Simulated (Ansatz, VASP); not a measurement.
## B: VASP beside Ansatz

File INCAR:

```
SYSTEM = B
PREC = Accurate ; ENCUT = 520
EDIFF = 1E-6 ; ISMEAR = -1
SIGMA = 0.1 ; LREAL = .False.
LASPH = .True. ; NELM = 60
ALGO = Normal ; ISIF = 2
LWAVE = .False. ; LCHARG = .True.
GGA = PE ; LELF = .True.
LVHAR = .True. ; NBANDS = 8
```

Contents of KPOINTS:

```
regular mesh
0
Gamma
  21 21 21
  0 0 0
```

Contents of POSCAR:

```
B
1.0
   -1.1983949496      1.1983949496      1.1983949496
    1.1983949496     -1.1983949496      1.1983949496
    1.1983949496      1.1983949496     -1.1983949496
B
1
Direct
    0.0000000000      0.0000000000      0.0000000000
```

Input for Ansatz:

```yaml
crystal:
  lattice:
    - [-1.1983949496, 1.1983949496, 1.1983949496]
    - [1.1983949496, -1.1983949496, 1.1983949496]
    - [1.1983949496, 1.1983949496, -1.1983949496]
  atoms:
    - { symbol: B, position: [0.0, 0.0, 0.0] }
hamiltonian:
  xc: pbe
  pseudopotentials:
    kind: paw
    azcp:
      B: "pseudopotentials/B.paw.azcp"
basis:
  ecutwfc: 420
  fft_grid_basis: typed
kpoints:
  mp_grid: { grid: [21, 21, 21], shift: [0, 0, 0] }
magnetization:
  spin_polarized: false
scf:
  occupations: { method: fermi_dirac, width: 0.1 }
  lower_state_search: "off"
output:
  stress: true
```

Alike in both runs: task single point; functional PBE; k mesh 21 × 21 × 21; occupations fermi-dirac, width 0.1 eV; no spin polarisation.

|  | VASP | Ansatz |
| --- | --- | --- |
| version | VASP 6.6.1 | Ansatz 0.2.0 |
| potentials or method | VASP PAW PBE potentials, release 64 (B), cutoff 520 eV | plane waves (420 eV) with PAW, scalar-relativistic |
| valence electrons in the cell | 3 | 3 |

VASP gave:

```
pressure (GPa) : -19.6
```

Estimate Ansatz's values.

pressure (GPa): -19.5.
